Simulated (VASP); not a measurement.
# SiO2 (P6_522) in VASP: notebook, part 2 of 2

VASP 6.6.1. Earlier steps stand in the parts before.

**3. Single point, r2SCAN**

This run uses another cell than the first one, of 17.98 Å³/atom.

Input file POSCAR:

```
SiO2
1.0
    7.2980978426      0.0000000000      0.0000000000
   -3.6490489213      6.3203381310      0.0000000000
    0.0000000000      0.0000000000      7.0159335998
Si O
6 12
Direct
    0.5336734923      0.7668367462      0.4166666667
    0.4663265077      0.2331632538      0.9166666667
    0.2331632538      0.4663265077      0.7500000000
    0.7668367462      0.2331632538      0.5833333333
    0.7668367462      0.5336734923      0.2500000000
    0.2331632538      0.7668367462      0.0833333333
    0.6125266538      0.3874733462      0.0833333333
    0.0000000000      0.6828906938      0.1666666667
    0.7749466925      0.3874733462      0.4166666667
    0.6828906938      0.6828906938      0.3333333333
    0.3171093062      0.3171093062      0.8333333333
    0.6125266538      0.2250533075      0.7500000000
    0.2250533075      0.6125266538      0.9166666667
    0.3171093062      0.0000000000      0.0000000000
    0.0000000000      0.3171093062      0.6666666667
    0.3874733462      0.7749466925      0.2500000000
    0.3874733462      0.6125266538      0.5833333333
    0.6828906938      0.0000000000      0.5000000000
```

Input file INCAR.step1:

```
PREC     = Accurate       # precision mode
ENCUT    = 660            # plane-wave cutoff, eV
ISMEAR   = 0              # smearing method
SIGMA    = 0.02           # smearing width, eV
LREAL    = False          # projectors in reciprocal space
LASPH    = True           # aspherical terms in the spheres
NELM     = 120            # most SCF steps
NBANDS   = 63             # bands
GGA      = PE             # functional
ALGO     = Normal         # electronic algorithm
EDIFF    = 1E-5           # SCF threshold, eV
LWAVE    = True           # write WAVECAR
LCHARG   = False          # write CHGCAR
GGA_COMPAT= False
```

Input file INCAR.step2:

```
PREC     = Accurate       # precision mode
ENCUT    = 660            # plane-wave cutoff, eV
EDIFF    = 1E-6           # SCF threshold, eV
ISMEAR   = 0              # smearing method
SIGMA    = 0.02           # smearing width, eV
LREAL    = False          # projectors in reciprocal space
LASPH    = True           # aspherical terms in the spheres
NELM     = 120            # most SCF steps
ALGO     = Normal         # electronic algorithm
ISIF     = 2              # what is computed and relaxed
LWAVE    = False          # write WAVECAR
LCHARG   = False          # write CHGCAR
METAGGA  = R2SCAN         # meta-GGA
LMIXTAU  = True         
NBANDS   = 63             # bands
ISTART   = 1            
GGA_COMPAT= False
```

Input file KPOINTS:

```
Automatic mesh
0
Gamma
  6 6 4
```

Potentials or basis: VASP PAW PBE potentials, release 64 (Si, O).

The run is started by

```console
> cat potpaw_PBE.64/Si/POTCAR potpaw_PBE.64/O/POTCAR > POTCAR
> cp INCAR.step1 INCAR
> mpirun -np 1 vasp_std > vasp.out
> cp INCAR.step2 INCAR
> mpirun -np 1 vasp_std > vasp.out
```

OUTCAR:

```text
PREC = Accurate
   ENCUT = 660
   EDIFF = 1E-6
   ISMEAR = 0
   LREAL = False
   LASPH = True
   NELM = 120
   ISIF = 2
   METAGGA = R2SCAN
   ISTART = 1

 ion  position               nearest neighbor table
   1  0.534  0.767  0.417-  18 1.60  10 1.60  17 1.60  16 1.60
   2  0.466  0.233  0.917-  14 1.60  11 1.60   7 1.60  12 1.60
   3  0.233  0.466  0.750-  15 1.60  11 1.60  17 1.60  13 1.60
   4  0.767  0.233  0.583-  18 1.60  15 1.60   9 1.60  12 1.60
   5  0.767  0.534  0.250-   8 1.60  10 1.60   7 1.60   9 1.60
   6  0.233  0.767  0.083-  14 1.60   8 1.60  13 1.60  16 1.60
   7  0.613  0.387  0.083-   2 1.60   5 1.60
   8  0.000  0.683  0.167-   5 1.60   6 1.60
   9  0.775  0.387  0.417-   4 1.60   5 1.60
  10  0.683  0.683  0.333-   5 1.60   1 1.60
  11  0.317  0.317  0.833-   3 1.60   2 1.60
  12  0.613  0.225  0.750-   4 1.60   2 1.60
  13  0.225  0.613  0.917-   6 1.60   3 1.60
  14  0.317  0.000  0.000-   6 1.60   2 1.60
  15  0.000  0.317  0.667-   3 1.60   4 1.60
  16  0.387  0.775  0.250-   6 1.60   1 1.60
  17  0.387  0.613  0.583-   1 1.60   3 1.60
  18  0.683  0.000  0.500-   4 1.60   1 1.60

[... 220 lines left out ...]
 Fermi energy:        -1.7888941195

 k-point     1 :       0.0000    0.0000    0.0000
  band No.  band energies     occupation
      1     -22.1432      2.00000
      2     -21.2733      2.00000
      3     -21.2711      2.00000
      4     -21.2711      2.00000
      5     -20.7667      2.00000
      6     -20.7667      2.00000
[... 1312 lines left out ...]
     59       9.1444      0.00000
     60       9.1444      0.00000
 [bands above 60 left out]

------------------------ aborting loop because EDIFF is reached ----------------------------------------

  FORCE on cell =-STRESS in cart. coord.  units (eV):
  Direction    XX          YY          ZZ          XY          YZ          ZX
  --------------------------------------------------------------------------------------
  -------------------------------------------------------------------------------------
  Total       -0.2767902     -0.2767902     -0.2886493      0.0000000     -0.0000000     -0.0000000
  in kB       -1.3703320     -1.3703320     -1.4290439      0.0000000     -0.0000000     -0.0000000
  external PRESSURE =      -1.3899027 kB  Pullay stress =       0.0000000 kB

 VOLUME and BASIS-vectors are now :
 -----------------------------------------------------------------------------
  energy-cutoff  :      660.00
  volume of cell :      323.62
      direct lattice vectors                 reciprocal lattice vectors
     7.298097843  0.000000000  0.000000000     0.137022005  0.079109692  0.000000000
    -3.649048921  6.320338131  0.000000000     0.000000000  0.158219383  0.000000000
     0.000000000  0.000000000  7.015933600     0.000000000  0.000000000  0.142532706

 POSITION                                       TOTAL-FORCE (eV/Angst)
 -----------------------------------------------------------------------------------
      1.09658      4.84667      2.92331         0.016200      0.009353      0.000000
      2.55247      1.47367      6.43127        -0.016200     -0.009353     -0.000000
     -0.00000      2.94734      5.26195        -0.000000     -0.018706      0.000000
      4.74563      1.47367      4.09263         0.016200     -0.009353      0.000000
      3.64905      3.37300      1.75398         0.000000      0.018706     -0.000000
     -1.09658      4.84667      0.58466        -0.016200      0.009353      0.000000
[... 10 lines left out ...]
      0.59268      3.87138      4.09263        -0.002260      0.001305     -0.000000
      4.98380      0.00000      3.50797        -0.014753      0.000000      0.000000
 -----------------------------------------------------------------------------------
    total drift:                                0.000003     -0.000002     -0.000000

  FREE ENERGIE OF THE ION-ELECTRON SYSTEM (eV)
  ---------------------------------------------------
  free  energy   TOTEN  =      -178.6684052631 eV

  energy  without entropy=     -178.6684052631  energy(sigma->0) =     -178.66840526
```

OUTCAR.step1:

```text
PREC = Accurate
   ENCUT = 660
   ISMEAR = 0
   LREAL = False
   LASPH = True
[... 1595 lines left out ...]
      3.64905      3.37300      1.75398        -0.000000     -0.013213     -0.000000
     -1.09658      4.84667      0.58466         0.011443     -0.006606      0.000000
[... 10 lines left out ...]
      0.59268      3.87138      4.09263         0.026104     -0.015071      0.000000
      4.98380      0.00000      3.50797         0.149311      0.000000      0.000000
 -----------------------------------------------------------------------------------
    total drift:                                0.000003     -0.000002     -0.000000

  FREE ENERGIE OF THE ION-ELECTRON SYSTEM (eV)
  ---------------------------------------------------
  free  energy   TOTEN  =      -142.3083811443 eV

  energy  without entropy=     -142.3083811443  energy(sigma->0) =     -142.30838114
```

Run time: 52 min. Hardware: 1 thread of Oxide Virtual Turin-like, shared host; peak memory 0.84 GiB.

What came out:

```yaml
Free_energy: -178.6684 eV
Pressure: -0.1 GPa
Largest_force: 0.019 eV/Å
Band_gap_on_the_k_mesh: 6.37 eV (least direct gap 6.52 eV)
```

Forces in eV/Å, atoms in the order of the input:
```
Si   0.016  0.009  0.000
Si  -0.016 -0.009  0.000
Si   0.000 -0.019  0.000
Si   0.016 -0.009  0.000
Si   0.000  0.019  0.000
Si  -0.016  0.009  0.000
O    0.002 -0.001  0.000
O    0.007 -0.013  0.000
O   -0.002 -0.001  0.000
O   -0.007 -0.013  0.000
O    0.007  0.013  0.000
O    0.000  0.003  0.000
O    0.002  0.001  0.000
O    0.015  0.000  0.000
O   -0.007  0.013  0.000
O    0.000 -0.003  0.000
O   -0.002  0.001  0.000
O   -0.015  0.000  0.000
```

Caveat: the PAW data sets were made with another functional, which shifts forces and pressure a little.
